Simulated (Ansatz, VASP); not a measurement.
**Nb in VASP and in Ansatz**

```xyz
1
Lattice="-1.6640 1.6640 1.6889 1.6640 -1.6640 1.6889 1.6640 1.6640 -1.6889" Properties=species:S:1:pos:R:3 pbc="T T T"
Nb    0.0000    0.0000    0.0000
```

Change from the starting cell: strain +0.000 along x and y, +0.015 along z, atoms carried along.

Alike in both runs: task single point; functional PBEsol; k mesh 20 × 20 × 20; occupations gaussian, width 0.15 eV; no spin polarisation.

|  | VASP | Ansatz |
| --- | --- | --- |
| version | VASP 6.6.1 | Ansatz 0.2.0 |
| potentials or method | VASP PAW PBE potentials, release 64 (Nb_sv), cutoff 520 eV | scalar-relativistic, plane waves, PAW |
| valence electrons in the cell | 13 | 13 |

```tsv
	VASP	Ansatz	Ansatz less VASP
gap on the k mesh at the Fermi level (eV)	none	none	-
pressure (GPa)	-10.9	-10.6	+0.27
traceless stress, the component that is largest in VASP (GPa)	-1.04	-1.04	-0.006
```

VASP's potentials were made for PBE, not for PBEsol. A gap of «none» marks a metal or a gap that the smearing closes.
